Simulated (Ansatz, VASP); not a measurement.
**SnO: VASP beside Ansatz**

The input INCAR:

```
PREC = Accurate
ENCUT = 520
EDIFF = 1E-8
ISMEAR = -1
SIGMA = 0.01
LREAL = False
LASPH = True
NELM = 60
ALGO = Normal
ISIF = 2
LWAVE = False
LCHARG = False
GGA = PS
LEFG = True
NBANDS = 28
```

KPOINTS

```
regular mesh
0
Gamma
  8 8 6
```

POSCAR

```
SnO
1.0
    3.7259600000      0.0000000000      0.0000000000
    0.0000000000      3.7259600000      0.0000000000
    0.0000000000      0.0000000000      4.8360000000
Sn O
2 2
Direct
    0.0000000000      0.5000000000      0.2385000000
    0.5000000000      0.0000000000      0.7615000000
    0.0000000000      0.0000000000      0.0000000000
    0.5000000000      0.5000000000      0.0000000000
```

Input for Ansatz:

```yaml
crystal:
  lattice:
    - [3.72596, 0.0, 0.0]
    - [0.0, 3.72596, 0.0]
    - [0.0, 0.0, 4.836]
  atoms:
    - { symbol: Sn, position: [0.0, 0.5, 0.2385] }
    - { symbol: Sn, position: [0.5, 0.0, 0.7615] }
    - { symbol: O, position: [0.0, 0.0, 0.0] }
    - { symbol: O, position: [0.5, 0.5, 0.0] }
kpoints:
  mp_grid: { grid: [8, 8, 6] }
scf:
  occupations: { method: fermi_dirac, width: 0.01 }
hamiltonian:
  xc: pbesol
  pseudopotentials: { kind: all_electron, datasets: crystal }
output:
  forces: true
  stress: true
  eigenvalues: true
  efg: { contact_densities: true }
```

Change from the starting cell: equal xx and yy strain of -2 %, crystal datasets.

Alike in both runs: task electric field gradients; functional PBEsol; k mesh 8 × 8 × 6; occupations fermi-dirac, width 0.01 eV; no spin polarisation.

|  | VASP | Ansatz |
| --- | --- | --- |
| version | VASP 6.6.1 | Ansatz 0.2.0 |
| potentials or method | VASP PAW PBE potentials, release 64 (Sn_d, O), cutoff 520 eV | all-electron PAW with datasets made for the crystal, scalar-relativistic |

|  | VASP | Ansatz | Ansatz less VASP |
| --- | --- | --- | --- |
| pressure (GPa) | 4.8 | 4.5 | -0.33 |
| traceless stress, the component that is largest in VASP (GPa) | -2.01 | -2.02 | -0.016 |
| rms of the force components (eV/Å) | 0.271 | 0.230 | -0.0406 |
| size of Vzz on the site where it differs most (V/Å²) | 173.5 | 182.5 | +9.03 |

VASP's potentials were made for PBE, not for PBEsol. Atom by atom the forces differ by 0.041 eV/Å (rms over components). Ansatz ran all-electron here, and VASP with PAW potentials.
